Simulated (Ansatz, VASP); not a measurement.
## One calculation of Sn, two programs

Contents of INCAR:

```
PREC     = Accurate       # precision mode
ENCUT    = 520            # plane-wave cutoff, eV
EDIFF    = 1E-6           # SCF threshold, eV
ISMEAR   = 0              # smearing method
SIGMA    = 0.15           # smearing width, eV
LREAL    = F              # projectors in reciprocal space
LASPH    = T              # aspherical terms in the spheres
NELM     = 80             # most SCF steps
ALGO     = Fast           # electronic algorithm
ISIF     = 2              # what is computed and relaxed
LWAVE    = F              # write WAVECAR
LCHARG   = F              # write CHGCAR
GGA      = PS             # functional
NBANDS   = 21             # bands
```

File KPOINTS:

```
Automatic mesh
0
Gamma
  12 12 12
```

POSCAR

```
Sn
1.0
    0.0000000000      3.2618280000      3.2456000000
    3.2456000000      0.0000000000      3.2456000000
    3.2456000000      3.2618280000      0.0000000000
Sn
2
Direct
    0.5000000000      0.5000000000      0.5000000000
    0.7500000000      0.7500000000      0.7500000000
```

Input for Ansatz:

```yaml
crystal:
  lattice:
    - [0.0, 3.261828, 3.2456]
    - [3.2456, 0.0, 3.2456]
    - [3.2456, 3.261828, 0.0]
  atoms:
    - { symbol: Sn, position: [0.5, 0.5, 0.5] }
    - { symbol: Sn, position: [0.75, 0.75, 0.75] }
basis:
  ecutwfc: 420
kpoints:
  mp_grid: { grid: [12, 12, 12] }
hamiltonian:
  xc: pbesol
scf:
  occupations: { method: gaussian, width: 0.15 }
output:
  forces: true
  stress: true
  eigenvalues: true
  write_density: true
  write_potential: true
  elf: true
  volumetric_format: npy
```

Change from the starting cell: strain +0.0050 x Voigt [0, 1, 0, 0, 0, 0], atoms carried along.

Alike in both runs: task single point; functional PBEsol; k mesh 12 × 12 × 12; occupations gaussian, width 0.15 eV; no spin polarisation.

|  | VASP | Ansatz |
| --- | --- | --- |
| version | VASP 6.6.1 | Ansatz 0.2.0 |
| potentials or method | VASP PAW PBE potentials, release 64 (Sn_d), cutoff 520 eV | scalar-relativistic, plane waves, PAW |
| valence electrons in the cell | 28 | 28 |

Ansatz gave:

| Quantity | Value |
| --- | --- |
| gap on the k mesh at the Fermi level (eV) | none |
| pressure (GPa) | 0.8 |
| traceless stress, the component that is largest in VASP (GPa) | -0.10 |

Estimate VASP's values.

gap on the k mesh at the Fermi level (eV): none; pressure (GPa): 0.7; traceless stress, the component that is largest in VASP (GPa): -0.10.

VASP's potentials were made for PBE, not for PBEsol. A gap of «none» marks a metal or a gap that the smearing closes. The functional is the same, so the differences come from potentials, cutoffs and numerics.
